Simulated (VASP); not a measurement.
A run of VASP 6.6.1 is set up as follows.

INCAR

```
ALGO = Normal
EDIFF = 1E-6
ENCUT = 520
GGA = PE
ISIF = 2
ISMEAR = -1
LASPH = True
LCHARG = False
LREAL = False
LWAVE = False
NBANDS = 8
NELM = 100
PREC = Accurate
SIGMA = 0.05
```

The input KPOINTS:

```
k-points
0
Gamma
  14 14 14
```

The input POSCAR:

```
Li
1.0
    2.6157152339      0.0000000000      0.0000000000
    0.0000000000      2.6157152339      0.0000000000
    0.0000000000      0.0000000000      2.6157152339
Li
1
Direct
    0.0000000000      0.0000000000      0.0000000000
```

Potentials or basis: VASP PAW PBE potentials, release 64 (Li_sv).

The run is started by

```console
$ cat potpaw_PBE.64/Li_sv/POTCAR > POTCAR
$ mpirun -np 1 vasp_std > vasp.out
```

(1) Estimate the band gap on the k mesh.

Answers

(1) zero (an odd number of electrons rules out a gap without spin polarisation).
